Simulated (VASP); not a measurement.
# AlRu (rocksalt type) (Fm-3m) in VASP: density of states with PBE

Aim: the density of states of AlRu (rocksalt type) with PBE.

Everything below comes from runs of VASP 6.6.1. Logs are shortened: lines on timing, memory, paths and dates and some standing lists are left out, and cuts for length are marked.

## Step 1: The cell of the first run

Symmetry: Fm-3m, No. 225, cubic system. The conventional cell has a = 4.986 Å, b = 4.986 Å, c = 4.986 Å, α = 90.00°, β = 90.00°, γ = 90.00°. Within 3.3 Å of Ru (site symmetry m-3m) lie 6 Al at 2.49 Å. Al (site symmetry m-3m) has 6 Ru at 2.49 Å within 3.3 Å.

## Step 2: Density of states, PBE

POSCAR

```
AlRu
1.0
    0.0000000000      2.4928418966      2.4928418966
    2.4928418966      0.0000000000      2.4928418966
    2.4928418966      2.4928418966      0.0000000000
Ru Al
1 1
Direct
    0.0000000000      0.0000000000      0.0000000000
    0.5000000000      0.5000000000      0.5000000000
```

INCAR.step1

```
SYSTEM = AlRu
PREC = Accurate ; ENCUT = 520
EDIFF = 1E-7 ; ISMEAR = -1
SIGMA = 0.1 ; LREAL = .FALSE.
LASPH = .TRUE. ; NELM = 80
ALGO = Normal ; ISIF = 2
LWAVE = .FALSE. ; LCHARG = .TRUE.
LMAXMIX = 4 ; GGA = PE
NBANDS = 16
```

KPOINTS.step1

```
Automatic mesh
0
G
  14 14 14
  0 0 0
```

INCAR.step2

```
SYSTEM = AlRu
PREC = Accurate ; ENCUT = 520
EDIFF = 1E-7 ; ISMEAR = -5
SIGMA = 0.1 ; LREAL = .FALSE.
LASPH = .TRUE. ; NELM = 80
ALGO = Normal ; ISIF = 2
LWAVE = .FALSE. ; LCHARG = .FALSE.
LMAXMIX = 4 ; GGA = PE
LORBIT = 10 ; NBANDS = 16
NEDOS = 2001 ; ICHARG = 11
```

KPOINTS.step2

```
Automatic mesh
0
G
  21 21 21
  0 0 0
```

Potentials or basis: VASP PAW PBE potentials, release 64 (Ru_pv, Al).

Started as:

```bash
cat potpaw_PBE.64/Ru_pv/POTCAR potpaw_PBE.64/Al/POTCAR > POTCAR
cp INCAR.step1 INCAR
cp KPOINTS.step1 KPOINTS
mpirun -np 1 vasp_std > vasp.out
cp INCAR.step2 INCAR
cp KPOINTS.step2 KPOINTS
mpirun -np 1 vasp_std > vasp.out
```

OUTCAR:

```text
SYSTEM = AlRu
   PREC = Accurate
   ENCUT = 520
   EDIFF = 1E-7
   ISMEAR = -5
   LREAL = .FALSE.
   LASPH = .TRUE.
   NELM = 80
   ISIF = 2
   GGA = PE
   LORBIT = 10
   ICHARG = 11

 ion  position               nearest neighbor table
   1  0.000  0.000  0.000-   2 2.49   2 2.49   2 2.49   2 2.49   2 2.49   2 2.49
   2  0.500  0.500  0.500-   1 2.49   1 2.49   1 2.49   1 2.49   1 2.49   1 2.49

  LATTYP: Found a face centered cubic cell.
 ALAT       =     4.9856837932

  Lattice vectors:

 A1 = (   0.0000000000,   2.4928418966,   2.4928418966)
 A2 = (   2.4928418966,   0.0000000000,   2.4928418966)
 A3 = (   2.4928418966,   2.4928418966,   0.0000000000)

Analysis of symmetry for initial positions (statically):
=====================================================================
 Subroutine PRICEL returns:
 Original cell was already a primitive cell.

 Routine SETGRP: Setting up the symmetry group for a
 face centered cubic supercell.

 Subroutine GETGRP returns: Found 48 space group operations
 (whereof 48 operations were pure point group operations)
 out of a pool of 48 trial point group operations.

The static configuration has the point symmetry O_h .

Analysis of symmetry for dynamics (positions and initial velocities):
=====================================================================
 Subroutine PRICEL returns:
 Original cell was already a primitive cell.

 Routine SETGRP: Setting up the symmetry group for a
 face centered cubic supercell.

 Subroutine GETGRP returns: Found 48 space group operations
 (whereof 48 operations were pure point group operations)
 out of a pool of 48 trial point group operations.

The dynamic configuration has the point symmetry O_h .

 Subroutine INISYM returns: Found 48 space group operations
 (whereof 48 operations are pure point group operations),
 and found     1 'primitive' translations

----------------------------------------------------------------------------------------

                                     Primitive cell

  volume of cell :      30.9823

  direct lattice vectors                    reciprocal lattice vectors
     0.000000000  2.492841897  2.492841897    -0.200574293  0.200574293  0.200574293
     2.492841897  0.000000000  2.492841897     0.200574293 -0.200574293  0.200574293
     2.492841897  2.492841897  0.000000000     0.200574293  0.200574293 -0.200574293

  length of vectors
     3.525410819  3.525410819  3.525410819     0.347404865  0.347404865  0.347404865

  position of ions in fractional coordinates (direct lattice)
     0.000000000  0.000000000  0.000000000
     0.500000000  0.500000000  0.500000000

  ion indices of the primitive-cell ions
   primitive index   ion index
                 1           1
                 2           2

----------------------------------------------------------------------------------------

 KPOINTS: Automatic mesh

Automatic generation of k-mesh.
 Grid dimensions read from file:
 generate k-points for:   21   21   21

 Generating k-lattice:

  Cartesian coordinates                     Fractional coordinates (reciprocal lattice)
    -0.009551157  0.009551157  0.009551157     0.047619048  0.000000000  0.000000000
     0.009551157 -0.009551157  0.009551157     0.000000000  0.047619048  0.000000000
     0.009551157  0.009551157 -0.009551157     0.000000000  0.000000000  0.047619048

  Length of vectors
     0.016543089  0.016543089  0.016543089

  Shift w.r.t. Gamma in fractional coordinates (k-lattice)
     0.000000000  0.000000000  0.000000000

 TETIRR: Found   1276 inequivalent tetrahedra from    55566

 Subroutine IBZKPT returns following result:
 ===========================================

 Found    286 irreducible k-points:

 Following reciprocal coordinates:
            Coordinates               Weight
  0.000000  0.000000  0.000000      1.000000
  0.047619  0.000000  0.000000      8.000000
  0.095238  0.000000  0.000000      8.000000
  0.142857  0.000000  0.000000      8.000000
  0.190476  0.000000  0.000000      8.000000
  0.238095  0.000000  0.000000      8.000000
[... 16 lines left out ...]
 -0.428571  0.047619  0.000000     24.000000
 -0.380952  0.047619  0.000000     24.000000
 [... further k-points ...]
   k-points           NKPTS =    286   k-points in BZ     NKDIM =    286   number of bands    NBANDS=     16
   number of dos      NEDOS =   2001   number of ions     NIONS =      2
   total plane-waves  NPLWV =  21952
   dimension x,y,z NGX =    28 NGY =   28 NGZ =   28
   dimension x,y,z NGXF=    56 NGYF=   56 NGZF=   56
   ions per type =               1   1
   NGX,Y,Z   is equivalent  to a cutoff of  13.20, 13.20, 13.20 a.u.
   NGXF,Y,Z  is equivalent  to a cutoff of  26.41, 26.41, 26.41 a.u.
 SYSTEM =  AlRu
   PREC   = accura    normal or accurate (medium, high low for compatibility)
   ISTART =      0    job   : 0-new  1-cont  2-samecut
   ICHARG =     11    charge: 1-file 2-atom 10-const
   ISPIN  =      1    spin polarized calculation?
   LNONCOLLINEAR =      F non collinear calculations
   LSORBIT =      F    spin-orbit coupling
   LASPH  =      T    aspherical Exc in radial PAW
   ENCUT  =  520.0 eV  38.22 Ry    6.18 a.u.   6.55  6.55  6.55*2*pi/ulx,y,z
   NELM   =     80;   NELMIN=  2; NELMDL=  0     # of ELM steps
   EDIFF  = 0.1E-06   stopping-criterion for ELM
   LREAL  =      F    real-space projection
   EDIFFG = 0.1E-05   stopping-criterion for IOM
   NSW    =      0    number of steps for IOM
   IBRION =     -1    ionic relax: 0-MD 1-quasi-New 2-CG
   NFREE  =      0    steps in history (QN), initial steepest desc. (CG)
   ISIF   =      2    stress and relaxation
   ISYM   =      2    0-nonsym 1-usesym 2-fastsym
   POTIM  = 0.5000    time-step for ionic-motion
   TEBEG  =    0.0;   TEEND  =   0.0 temperature during run
   PSTRESS=    0.0 pullay stress
   NELECT =      17.0000    total number of electrons
   NUPDOWN=      -1.0000    fix difference up-down
   EMIN   =  10.00;   EMAX   =-10.00  energy-range for DOS
   EFERMI =   0.00;   METHOD = LEGACY
   ISMEAR =    -5;   SIGMA  =   0.10  broadening in eV -4-tet -1-fermi 0-gaus
   EFERMI_NEDOS =   21; number of points for ismear=-14 and -15
   IALGO  =     38    algorithm
   IMIX   =      4    mixing-type and parameters
     AMIX     =   0.40;   BMIX     =  1.00
     AMIX_MAG =   1.60;   BMIX_MAG =  1.00
  volume/ion in A,a.u.               =      15.49       104.54
  Fermi-wavevector in a.u.,A,eV,Ry     =   1.340252  2.532709 24.439804  1.796275
  Thomas-Fermi vector in A             =   2.468579
   LORBIT       =     10    0 simple, 1 ext, 2 COOP (PROOUT), +10 PAW based schemes
   GGA     = PE    functional components
   LHFCALC =     F    Hartree Fock is set to
   AEXX    =    0.0000 exact exchange contribution
   IVDW    =     0    specifies the selected vdW correction
   LEPSILON=     F    determine dielectric tensor
   LRPA    =     F    only Hartree local field effects (RPA)
 non-spin polarized calculation
 Fermi weights with tetrahedron method with Bloechl corrections
  energy-cutoff  :      520.00
  volume of cell :       30.98
 maximum number of plane-waves:       869

 number of electron      17.0000001 magnetization

 Free energy of the ion-electron system (eV)
  ---------------------------------------------------
  ext. energy  EPLUGINS =         0.00000000
  ---------------------------------------------------
  free energy    TOTEN  =       -12.67831597 eV

  energy without entropy =      -12.67831597  energy(sigma->0) =      -12.67831597

 E-fermi :   8.9812     XC(G=0): -11.7333

 val. band max:        8.9910393531   @ k =  -0.3810   0.4286   0.0952
 cond. band min:       8.9868517863   @ k =  -0.3333   0.1905   0.0476
 fundamental gap:     -0.0041875668
 Fermi energy:         8.9812426542

 k-point     1 :       0.0000    0.0000    0.0000
  band No.  band energies     occupation
      1     -32.8397      2.00000
      2     -32.8397      2.00000
      3     -32.8397      2.00000
      4       0.0214      2.00000
      5       7.0290      2.00000
      6       7.0290      2.00000
[... 8 lines left out ...]
     15      22.3676      0.00000
     16      22.3676      0.00000

 k-point     2 :       0.0476    0.0000    0.0000
  band No.  band energies     occupation
      1     -32.8412      2.00000
      2     -32.8399      2.00000
      3     -32.8399      2.00000
      4       0.0677      2.00000
      5       6.9986      2.00000
      6       7.0447      2.00000
[... 8 lines left out ...]
     15      22.3081      0.00000
     16      22.3084      0.00000

 k-point     3 :       0.0952    0.0000    0.0000
  band No.  band energies     occupation
      1     -32.8455      2.00000
      2     -32.8406      2.00000
      3     -32.8406      2.00000
      4       0.2058      2.00000
      5       6.9098      2.00000
      6       7.0617      2.00000
[... 8 lines left out ...]
     15      22.1104      0.00000
     16      22.1252      0.00000

 k-point     4 :       0.1429    0.0000    0.0000
  band No.  band energies     occupation
      1     -32.8523      2.00000
      2     -32.8417      2.00000
      3     -32.8417      2.00000
      4       0.4332      2.00000
      5       6.7690      2.00000
      6       6.9995      2.00000
[... 8 lines left out ...]
     15      21.7371      0.00000
     16      21.7373      0.00000
[... 324 lines left out ...]
 k-point    22 :      -0.4762    0.0476    0.0000
  band No.  band energies     occupation
      1     -32.9062      2.00000
      2     -32.8515      2.00000
      3     -32.8507      2.00000
      4       3.8696      2.00000
      5       4.4923      2.00000
      6       6.2217      2.00000
[... 8 lines left out ...]
     15      19.7966      0.00000
     16      21.6436      0.00000

 k-point    23 :      -0.4286    0.0476    0.0000
  band No.  band energies     occupation
      1     -32.9042      2.00000
      2     -32.8514      2.00000
      3     -32.8502      2.00000
      4       3.4490      2.00000
      5       4.8567      2.00000
      6       6.2537      2.00000
[... 8 lines left out ...]
     15      19.8485      0.00000
     16      21.6436      0.00000

 k-point    24 :      -0.3810    0.0476    0.0000
  band No.  band energies     occupation
      1     -32.8996      2.00000
      2     -32.8508      2.00000
      3     -32.8492      2.00000
      4       2.8907      2.00000
      5       5.2835      2.00000
      6       6.3060      2.00000
[... 8 lines left out ...]
     15      19.8734      0.00000
     16      21.6436      0.00000

 [... further k-points ...]
[... 5 lines left out ...]
  --------------------------------------------------------------------------------------
  -------------------------------------------------------------------------------------
  Total        0.0345232      0.0345232      0.0345232     -0.0000000     -0.0000000     -0.0000000
  in kB        1.7852844      1.7852844      1.7852844     -0.0000000     -0.0000000     -0.0000000
  external PRESSURE =       1.7852844 kB  Pullay stress =       0.0000000 kB

 VOLUME and BASIS-vectors are now :
 -----------------------------------------------------------------------------
  energy-cutoff  :      520.00
  volume of cell :       30.98
      direct lattice vectors                 reciprocal lattice vectors
     0.000000000  2.492841897  2.492841897    -0.200574293  0.200574293  0.200574293
     2.492841897  0.000000000  2.492841897     0.200574293 -0.200574293  0.200574293
     2.492841897  2.492841897  0.000000000     0.200574293  0.200574293 -0.200574293

 POSITION                                       TOTAL-FORCE (eV/Angst)
 -----------------------------------------------------------------------------------
      0.00000      0.00000      0.00000        -0.000000     -0.000000      0.000000
      2.49284      2.49284      2.49284         0.000000      0.000000     -0.000000
 -----------------------------------------------------------------------------------
    total drift:                               -0.000000     -0.000000     -0.000000

  FREE ENERGIE OF THE ION-ELECTRON SYSTEM (eV)
  ---------------------------------------------------
  free  energy   TOTEN  =       -12.6783159674 eV

  energy  without entropy=      -12.6783159674  energy(sigma->0) =      -12.67831597

 total charge

# of ion       s       p       d       tot
------------------------------------------
    1        0.254   6.156   6.371  12.781
    2        0.456   0.384   0.000   0.839
--------------------------------------------------
tot          0.710   6.540   6.371  13.621
```

Wall time 2.5 min (1 thread of Intel Xeon Platinum 8175M at 2.50GHz (Skylake/Cascade Lake), shared host); peak memory 0.26 GiB.

Results:

```yaml
Valence_electrons_inside_the_program's_atomic_spheres: Ru 12.78; Al 0.84
```

Caveat: tetrahedron occupations give inexact forces and stress in metals.
